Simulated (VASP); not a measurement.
# TaSi2 (P6_222) in VASP: notebook, part 2 of 2

VASP 6.6.1. The steps go on from the part before.

## 3. Single point, PBE

File INCAR:

```
SYSTEM = TaSi2
ALGO = Normal
EDIFF = 1E-6
ENCUT = 520
GGA = PE
ISIF = 2
ISMEAR = 0
LASPH = .True.
LCHARG = .False.
LREAL = .False.
LWAVE = .False.
NBANDS = 38
NELM = 80
PREC = Accurate
SIGMA = 0.1
```

File KPOINTS:

```
k-points
0
Gamma
  6 6 4
  0 0 0
```

File POSCAR:

```
TaSi2
1.0
    4.8043645209      0.0000000000      0.0000000000
   -2.4021822605      4.1607017242      0.0000000000
    0.0000000000      0.0000000000      6.6079301832
Ta Si
3 6
Direct
    0.5000000000      0.0000000000      0.5000000000
    0.5000000000      0.5000000000      0.8333333333
    0.0000000000      0.5000000000      0.1666666667
    0.1592894665      0.3185789330      0.5000000000
    0.8407105335      0.1592894665      0.8333333333
    0.6814210670      0.8407105335      0.1666666667
    0.8407105335      0.6814210670      0.5000000000
    0.1592894665      0.8407105335      0.8333333333
    0.3185789330      0.1592894665      0.1666666667
```

Potentials or basis: VASP PAW PBE potentials, release 64 (Ta_pv, Si).

The run is started by

```
$ cat potpaw_PBE.64/Ta_pv/POTCAR potpaw_PBE.64/Si/POTCAR > POTCAR
$ mpirun -np 1 vasp_std > vasp.out
```

OUTCAR:

```text
SYSTEM = TaSi2
   EDIFF = 1E-6
   ENCUT = 520
   GGA = PE
   ISIF = 2
   ISMEAR = 0
   LASPH = .True.
   LREAL = .False.
   NELM = 80
   PREC = Accurate

 ion  position               nearest neighbor table
   1  0.500  0.000  0.500-   5 2.62   8 2.62   6 2.62   9 2.62   4 2.74   7 2.74   7 2.74   4 2.74
                             4 2.84   7 2.84   3 3.26   3 3.26   2 3.26   2 3.26
   2  0.500  0.500  0.833-   4 2.62   7 2.62   6 2.62   9 2.62   8 2.74   5 2.74   8 2.74   5 2.74
                             8 2.84   5 2.84   1 3.26   1 3.26   3 3.26   3 3.26
   3  0.000  0.500  0.167-   4 2.62   7 2.62   5 2.62   8 2.62   6 2.74   9 2.74   9 2.74   6 2.74
                             6 2.84   9 2.84   1 3.26   1 3.26   2 3.26   2 3.26
   4  0.159  0.319  0.500-   5 2.57   9 2.57   2 2.62   3 2.62   7 2.65   1 2.74   1 2.74   1 2.84
                             7 2.84   7 2.84
   5  0.841  0.159  0.833-   4 2.57   6 2.57   1 2.62   3 2.62   8 2.65   2 2.74   2 2.74   2 2.84
                             8 2.84   8 2.84
   6  0.681  0.841  0.167-   7 2.57   5 2.57   1 2.62   2 2.62   9 2.65   3 2.74   3 2.74   3 2.84
                             9 2.84   9 2.84
   7  0.841  0.681  0.500-   8 2.57   6 2.57   2 2.62   3 2.62   4 2.65   1 2.74   1 2.74   1 2.84
                             4 2.84   4 2.84
   8  0.159  0.841  0.833-   7 2.57   9 2.57   1 2.62   3 2.62   5 2.65   2 2.74   2 2.74   2 2.84
                             5 2.84   5 2.84
   9  0.319  0.159  0.167-   4 2.57   8 2.57   1 2.62   2 2.62   6 2.65   3 2.74   3 2.74   3 2.84
                             6 2.84   6 2.84

  LATTYP: Found a hexagonal cell.
 ALAT       =     4.8043645209
 C/A-ratio  =     1.3754015030

  Lattice vectors:

 A1 = (   4.8043645209,   0.0000000000,   0.0000000000)
 A2 = (  -2.4021822605,   4.1607017242,   0.0000000000)
 A3 = (   0.0000000000,   0.0000000000,   6.6079301832)

Analysis of symmetry for initial positions (statically):
=====================================================================
 Subroutine PRICEL returns:
 Original cell was already a primitive cell.

 Routine SETGRP: Setting up the symmetry group for a
 hexagonal supercell.

 Subroutine GETGRP returns: Found 12 space group operations
 (whereof  4 operations were pure point group operations)
[... 158 lines left out ...]
   LRPA    =     F    only Hartree local field effects (RPA)
 non-spin polarized calculation
 Gauss-broadening in eV      SIGMA  =   0.10
  energy-cutoff  :      520.00
  volume of cell :      132.09
 maximum number of plane-waves:      3572
 NGX is ok and might be reduce to    36

 number of electron      57.0000007 magnetization

 Free energy of the ion-electron system (eV)
  ---------------------------------------------------
  ext. energy  EPLUGINS =         0.00000000
  ---------------------------------------------------
  free energy    TOTEN  =       -72.26657749 eV

  energy without entropy =      -72.24967658  energy(sigma->0) =      -72.25812703

 E-fermi :   9.2003     XC(G=0): -12.0105

 val. band max:        9.1666432550   @ k =   0.3333   0.1667   0.5000
 cond. band min:       9.2918420157   @ k =   0.3333   0.1667   0.2500
 fundamental gap:      0.1251987607
 Fermi energy:         9.2003041210

 k-point     1 :       0.0000    0.0000    0.0000
  band No.  band energies     occupation
      1     -25.2033      2.00000
      2     -25.2021      2.00000
      3     -25.2021      2.00000
      4     -25.1361      2.00000
      5     -25.1361      2.00000
      6     -25.0490      2.00000
[... 850 lines left out ...]
     37      12.6641      0.00000
     38      12.6683      0.00000

------------------------ aborting loop because EDIFF is reached ----------------------------------------

  FORCE on cell =-STRESS in cart. coord.  units (eV):
  Direction    XX          YY          ZZ          XY          YZ          ZX
  --------------------------------------------------------------------------------------
  -------------------------------------------------------------------------------------
  Total       -0.1162116     -0.1162116     -0.1319300      0.0000000      0.0000000      0.0000000
  in kB       -1.4095872     -1.4095872     -1.6002433      0.0000000      0.0000000      0.0000000
  external PRESSURE =      -1.4731392 kB  Pullay stress =       0.0000000 kB

 VOLUME and BASIS-vectors are now :
 -----------------------------------------------------------------------------
  energy-cutoff  :      520.00
  volume of cell :      132.09
      direct lattice vectors                 reciprocal lattice vectors
     4.804364521  0.000000000  0.000000000     0.208144073  0.120172037  0.000000000
    -2.402182261  4.160701724  0.000000000     0.000000000  0.240344073  0.000000000
     0.000000000  0.000000000  6.607930183     0.000000000  0.000000000  0.151333318

 POSITION                                       TOTAL-FORCE (eV/Angst)
 -----------------------------------------------------------------------------------
      2.40218      0.00000      3.30397        -0.000000      0.000000      0.000000
      1.20109      2.08035      5.50661        -0.000000      0.000000     -0.000000
     -1.20109      2.08035      1.10132        -0.000000      0.000000     -0.000000
     -0.00000      1.32551      3.30397         0.000000     -0.008263      0.000000
      3.65644      0.66276      5.50661         0.007156     -0.004131      0.000000
      1.25426      3.49795      1.10132         0.007156      0.004131      0.000000
      2.40218      2.83519      3.30397        -0.000000      0.008263      0.000000
     -1.25426      3.49795      5.50661        -0.007156      0.004131      0.000000
      1.14793      0.66276      1.10132        -0.007156     -0.004131      0.000000
 -----------------------------------------------------------------------------------
    total drift:                                0.000000     -0.000000     -0.000000

  FREE ENERGIE OF THE ION-ELECTRON SYSTEM (eV)
  ---------------------------------------------------
  free  energy   TOTEN  =       -72.2665774858 eV

  energy  without entropy=      -72.2496765840  energy(sigma->0) =      -72.25812703
```

stdout:

```text
POSCAR found type information on POSCAR TaSi
 POSCAR found :  2 types and       9 ions
 scaLAPACK will be used
 LDA part: xc-table for (Slater+PW92), standard interpolation
 POSCAR, INCAR and KPOINTS ok, starting setup
 FFT: planning ... GRIDC
 FFT: planning ... GRID_SOFT
 FFT: planning ... GRID
 WAVECAR not read
 entering main loop
```

Run time: 63 s. Hardware: 1 thread of Intel Xeon Platinum 8488C (Sapphire Rapids), shared host; peak memory 0.28 GiB.

What came out:

* Free energy: -72.2666 eV
* Pressure: -0.1 GPa
* Largest force: 0.008 eV/Å

Forces in eV/Å, atoms in the order of the input:
```
Ta   0.000  0.000  0.000
Ta   0.000  0.000  0.000
Ta   0.000  0.000  0.000
Si   0.000 -0.008  0.000
Si   0.007 -0.004  0.000
Si   0.007  0.004  0.000
Si   0.000  0.008  0.000
Si  -0.007  0.004  0.000
Si  -0.007 -0.004  0.000
```

Caveat: spin-orbit coupling is left out, which moves the levels of the heavy elements.

## 4. Single point, PBE

This run uses another cell than the first one: it holds 18 atoms, not 9.

File INCAR:

```
SYSTEM = TaSi2
PREC     = Accurate       ! precision mode
ENCUT    = 520            ! plane-wave cutoff, eV
EDIFF    = 1E-7           ! SCF threshold, eV
ISMEAR   = 0              ! smearing method
SIGMA    = 0.15           ! smearing width, eV
LREAL    = Auto         
LASPH    = .True.         ! aspherical terms in the spheres
NELM     = 60             ! most SCF steps
ALGO     = Normal         ! electronic algorithm
ISIF     = 2              ! what is computed and relaxed
LWAVE    = .False.        ! write WAVECAR
LCHARG   = .False.        ! write CHGCAR
GGA      = PE             ! functional
NBANDS   = 72             ! bands
```

File KPOINTS:

```
regular mesh
0
Gamma
  9 9 3
  0 0 0
```

File POSCAR:

```
TaSi2
1.0
   -4.8057071671      0.0000000000      0.0000000000
   -2.4028535835     -4.1618644899      0.0000000000
    0.0000000000      0.0000000000     13.1946946197
Ta Si
6 12
Direct
    0.5000000000      1.0000000000      0.2500000000
    0.5000000000      1.0000000000      0.7500000000
    0.0000000000      0.5000000000      0.4166666667
    0.0000000000      0.5000000000      0.9166666667
    0.5000000000      0.5000000000      0.0833333333
    0.5000000000      0.5000000000      0.5833333333
    0.1589210529      0.6821578943      0.2500000000
    0.1589210529      0.6821578943      0.7500000000
    0.3178421057      0.8410789471      0.4166666667
    0.3178421057      0.8410789471      0.9166666667
    0.1589210529      0.1589210529      0.0833333333
    0.1589210529      0.1589210529      0.5833333333
    0.8410789471      0.3178421057      0.2500000000
    0.8410789471      0.3178421057      0.7500000000
    0.6821578943      0.1589210529      0.4166666667
    0.6821578943      0.1589210529      0.9166666667
    0.8410789471      0.8410789471      0.0833333333
    0.8410789471      0.8410789471      0.5833333333
```

Potentials or basis: VASP PAW PBE potentials, release 64 (Ta_pv, Si).

The run is started by

```
$ cat potpaw_PBE.64/Ta_pv/POTCAR potpaw_PBE.64/Si/POTCAR > POTCAR
$ mpirun -np 1 vasp_std > vasp.out
```

OUTCAR:

```text
SYSTEM = TaSi2
   PREC = Accurate
   ENCUT = 520
   EDIFF = 1E-7
   ISMEAR = 0
   LREAL = Auto
   LASPH = .True.
   NELM = 60
   ISIF = 2
   GGA = PE

 ion  position               nearest neighbor table
   1  0.500  0.000  0.250-  11 2.62  17 2.62  15 2.62   9 2.62   7 2.74  13 2.74   7 2.74  13 2.74
                            13 2.84   7 2.84   5 3.26   5 3.26   3 3.26   3 3.26
   2  0.500  0.000  0.750-  12 2.62  18 2.62  16 2.62  10 2.62   8 2.74  14 2.74   8 2.74  14 2.74
                            14 2.84   8 2.84   6 3.26   6 3.26   4 3.26   4 3.26
   3  0.000  0.500  0.417-  12 2.62  18 2.62  13 2.62   7 2.62  15 2.74   9 2.74  15 2.74   9 2.74
                            15 2.84   9 2.84   6 3.26   6 3.26   1 3.26   1 3.26
   4  0.000  0.500  0.917-  11 2.62  17 2.62  14 2.62   8 2.62  16 2.74  10 2.74  16 2.74  10 2.74
                            16 2.84  10 2.84   5 3.26   5 3.26   2 3.26   2 3.26
   5  0.500  0.500  0.083-  10 2.62  16 2.62  13 2.62   7 2.62  11 2.74  17 2.74  17 2.74  11 2.74
                            11 2.84  17 2.84   4 3.26   4 3.26   1 3.26   1 3.26
   6  0.500  0.500  0.583-   9 2.62  15 2.62  14 2.62   8 2.62  12 2.74  18 2.74  18 2.74  12 2.74
                            12 2.84  18 2.84   3 3.26   3 3.26   2 3.26   2 3.26
   7  0.159  0.682  0.250-   9 2.57  17 2.57   5 2.62   3 2.62  13 2.65   1 2.74   1 2.74   1 2.84
[... 259 lines left out ...]
      6     -25.1513      2.00000
[... 1717 lines left out ...]
     68      11.7349      0.00000
     69      11.8270      0.00000
 [bands above 69 left out]

------------------------ aborting loop because EDIFF is reached ----------------------------------------

  FORCE on cell =-STRESS in cart. coord.  units (eV):
  Direction    XX          YY          ZZ          XY          YZ          ZX
  --------------------------------------------------------------------------------------
  -------------------------------------------------------------------------------------
  Total        0.1212023      0.1212023      0.3520345     -0.0000000      0.0000000      0.0000000
  in kB        0.7358287      0.7358287      2.1372297     -0.0000000      0.0000000      0.0000000
  external PRESSURE =       1.2029624 kB  Pullay stress =       0.0000000 kB

 VOLUME and BASIS-vectors are now :
 -----------------------------------------------------------------------------
  energy-cutoff  :      520.00
  volume of cell :      263.90
      direct lattice vectors                 reciprocal lattice vectors
    -4.805707167  0.000000000  0.000000000    -0.208085921  0.120138462  0.000000000
    -2.402853583 -4.161864490  0.000000000     0.000000000 -0.240276925  0.000000000
     0.000000000  0.000000000 13.194694620     0.000000000  0.000000000  0.075788037

 POSITION                                       TOTAL-FORCE (eV/Angst)
 -----------------------------------------------------------------------------------
     -2.40285      0.00000      3.29867         0.000000     -0.000000     -0.000000
     -2.40285      0.00000      9.89602         0.000000     -0.000000     -0.000000
     -1.20143     -2.08093      5.49779        -0.000000     -0.000000      0.000000
     -1.20143     -2.08093     12.09514        -0.000000     -0.000000     -0.000000
     -3.60428     -2.08093      1.09956         0.000000     -0.000000      0.000000
     -3.60428     -2.08093      7.69691         0.000000     -0.000000      0.000000
[... 10 lines left out ...]
     -6.06297     -3.50046      1.09956         0.002847      0.001644     -0.000000
     -6.06297     -3.50046      7.69691         0.002847      0.001644     -0.000000
 -----------------------------------------------------------------------------------
    total drift:                               -0.000000      0.000000      0.000001

  FREE ENERGIE OF THE ION-ELECTRON SYSTEM (eV)
  ---------------------------------------------------
  free  energy   TOTEN  =      -144.5484331411 eV

  energy  without entropy=     -144.4564239690  energy(sigma->0) =     -144.50242856
```

OSZICAR:

```text
N       E                     dE             d eps       ncg     rms          rms(c)
DAV:   1     0.819214502805E+03    0.81921E+03   -0.56172E+04  3480   0.150E+03
DAV:   2    -0.101219241761E+03   -0.92043E+03   -0.89087E+03  3960   0.384E+02
DAV:   3    -0.148081299496E+03   -0.46862E+02   -0.45514E+02  4280   0.753E+01
DAV:   4    -0.149264185162E+03   -0.11829E+01   -0.11689E+01  4224   0.114E+01
DAV:   5    -0.149293935045E+03   -0.29750E-01   -0.29674E-01  4184   0.180E+00    0.435E+01
DAV:   6    -0.145016073998E+03    0.42779E+01   -0.17661E+01  4376   0.139E+01    0.198E+01
DAV:   7    -0.144582579704E+03    0.43349E+00   -0.12351E+00  4216   0.401E+00    0.509E+00
DAV:   8    -0.144549634186E+03    0.32946E-01   -0.82189E-02  4296   0.100E+00    0.723E-01
DAV:   9    -0.144548550060E+03    0.10841E-02   -0.55532E-03  4288   0.291E-01    0.371E-01
DAV:  10    -0.144548475436E+03    0.74624E-04   -0.93680E-04  4176   0.134E-01    0.689E-02
DAV:  11    -0.144548440722E+03    0.34714E-04   -0.85760E-05  4224   0.359E-02    0.152E-02
DAV:  12    -0.144548435028E+03    0.56946E-05   -0.98892E-06  4232   0.119E-02    0.678E-03
DAV:  13    -0.144548433626E+03    0.14015E-05   -0.11607E-06  3824   0.358E-03    0.196E-03
DAV:  14    -0.144548433094E+03    0.53277E-06   -0.11896E-07  2600   0.138E-03    0.555E-04
DAV:  15    -0.144548433141E+03   -0.47506E-07   -0.18525E-08  2328   0.596E-04
   1 F= -.14454843E+03 E0= -.14450243E+03  d E =-.920092E-01
```

Run time: 6.6 min. Hardware: 1 thread of Intel Xeon Platinum 8488C (Sapphire Rapids), shared host; peak memory 0.5 GiB.

Results:

```yaml
Free_energy: -144.5484 eV
Pressure: 0.1 GPa
Largest_force: 0.003 eV/Å
Band_gap_on_the_k_mesh: zero (band 57 reaches 9.56 eV, above the bottom of band 58 at 8.99 eV)
```

Forces in eV/Å, atoms in the order of the input:
```
Ta   0.000  0.000  0.000
Ta   0.000  0.000  0.000
Ta   0.000  0.000  0.000
Ta   0.000  0.000  0.000
Ta   0.000  0.000  0.000
Ta   0.000  0.000  0.000
Si   0.000  0.003  0.000
Si   0.000  0.003  0.000
Si  -0.003  0.002  0.000
Si  -0.003  0.002  0.000
Si  -0.003 -0.002  0.000
Si  -0.003 -0.002  0.000
Si   0.000 -0.003  0.000
Si   0.000 -0.003  0.000
Si   0.003 -0.002  0.000
Si   0.003 -0.002  0.000
Si   0.003  0.002  0.000
Si   0.003  0.002  0.000
```

Stress tensor (GPa, compression positive):
```
0.07 0.00 0.00
0.00 0.07 0.00
0.00 0.00 0.21
```

Caveat: spin-orbit coupling is left out, which moves the levels of the heavy elements.

## 5. Summary

```csv
cell,k mesh,smearing,gap on the mesh (eV),pressure (GPa),largest force (eV/Å)
"a = 4.805, b = 4.805, c = 6.599 Å, angles 90.0, 90.0, 120.0°, 9 atoms",9 × 9 × 6,gaussian 0.15 eV,none,0.1,0.01
"a = 4.804, b = 4.804, c = 6.608 Å, angles 90.0, 90.0, 120.0°, 9 atoms",6 × 6 × 4,gaussian 0.1 eV,none,-0.1,0.01
"a = 4.806, b = 4.806, c = 13.195 Å, angles 90.0, 90.0, 60.0°, 18 atoms",9 × 9 × 3,gaussian 0.15 eV,none,0.1,-
```

Alike in all rows: task single point; level PBE; potentials or basis VASP PAW PBE potentials, release 64 (Ta_pv, Si); no spin polarisation; cutoff (eV) 520.

Caveats: spin-orbit coupling is left out, which moves the levels of the heavy elements.

Absolute energies hang on the potentials; compare differences alone.
